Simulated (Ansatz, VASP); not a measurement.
Te: VASP beside Ansatz

Contents of INCAR:

```
SYSTEM = Te
PREC = Accurate
ENCUT = 520
EDIFF = 1E-7
ISMEAR = -1
SIGMA = 0.1
LREAL = .FALSE.
LASPH = .TRUE.
NELM = 80
ALGO = Normal
ISIF = 2
LWAVE = .FALSE.
LCHARG = .FALSE.
GGA = RE
NBANDS = 9
```

File KPOINTS:

```
Automatic mesh
0
G
  13 13 13
  0 0 0
```

POSCAR

```
Te
1.0
    0.0000000000      2.4339108928      2.4339108928
    2.4339108928      0.0000000000      2.4339108928
    2.4339108928      2.4339108928      0.0000000000
Te
1
Direct
    0.0000000000      0.0000000000      0.0000000000
```

Input for Ansatz:

```yaml
crystal:
  lattice:
    - [0.0, 2.4339108928, 2.4339108928]
    - [2.4339108928, 0.0, 2.4339108928]
    - [2.4339108928, 2.4339108928, 0.0]
  atoms:
    - { symbol: Te, position: [0.0, 0.0, 0.0] }
hamiltonian:
  xc: revpbe
  pseudopotentials:
    kind: paw
    azcp:
      Te: "pseudopotentials/Te.paw.azcp"
basis:
  ecutwfc: 420
  fft_grid_basis: typed
kpoints:
  mp_grid: { grid: [13, 13, 13], shift: [0, 0, 0] }
magnetization:
  spin_polarized: false
scf:
  occupations: { method: fermi_dirac, width: 0.1 }
  lower_state_search: "off"
output:
  stress: true
```

Alike in both runs: task single point; functional revPBE; k mesh 13 × 13 × 13; occupations fermi-dirac, width 0.1 eV; no spin polarisation.

|  | VASP | Ansatz |
| --- | --- | --- |
| version | VASP 6.6.1 | Ansatz 0.2.0 |
| potentials or method | VASP PAW PBE potentials, release 64 (Te), cutoff 520 eV | plane waves (420 eV) with PAW, scalar-relativistic |
| valence electrons in the cell | 6 | 16 |

VASP gave:

| Item | Value |
| --- | --- |
| pressure (GPa) | -0.1 |

Question: Estimate Ansatz's values.

Answer: Pressure (GPa): 0.0.

VASP's potentials were made for PBE, not for revPBE. VASP's potentials hold 6 valence electrons a cell and Ansatz's 16, so a difference there can come from the potentials and not from the codes.

Spin-orbit coupling is off throughout.
